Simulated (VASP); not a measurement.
A run of VASP 6.6.1:

Contents of INCAR:

```
PREC     = Accurate       # precision mode
ENCUT    = 600            # plane-wave cutoff, eV
EDIFF    = 1E-6           # SCF threshold, eV
ISMEAR   = 0              # smearing method
SIGMA    = 0.1            # smearing width, eV
LREAL    = False          # projectors in reciprocal space
LASPH    = True           # aspherical terms in the spheres
NELM     = 80             # most SCF steps
ALGO     = Normal         # electronic algorithm
ISIF     = 3              # what is computed and relaxed
LWAVE    = False          # write WAVECAR
LCHARG   = False          # write CHGCAR
GGA      = PS             # functional
IBRION   = 2              # ionic algorithm
NSW      = 100            # ionic steps
EDIFFG   = -0.01          # ionic threshold
```

The input KPOINTS:

```
Automatic mesh
0
Gamma
  12 12 12
```

The input POSCAR:

```
Si3Ni
1.0
    3.6826300168      0.0000000000      0.0000000000
    0.0000000000      3.6826300168      0.0000000000
    0.0000000000      0.0000000000      3.6826300168
Si Ni
3 1
Direct
    0.0000000000      0.5000000000      0.5000000000
    0.5000000000      0.0000000000      0.5000000000
    0.5000000000      0.5000000000      0.0000000000
    0.0000000000      0.0000000000      0.0000000000
```

Potentials or basis: VASP PAW PBE potentials, release 64 (Si, Ni).

Run with:

```bash
$ cat potpaw_PBE.64/Si/POTCAR potpaw_PBE.64/Ni/POTCAR > POTCAR
$ mpirun -np 1 vasp_std > vasp.out
```

Hardware: 1 thread of Intel Xeon 8259CL (shared host).

Q: How long does it take, and how much memory?

A: Run time: 4.4 min on 1 thread of Intel Xeon 8259CL, with other jobs on the host, peak memory 0.23 GiB. Counts: scf iterations 32, k points 84, ion steps 3.
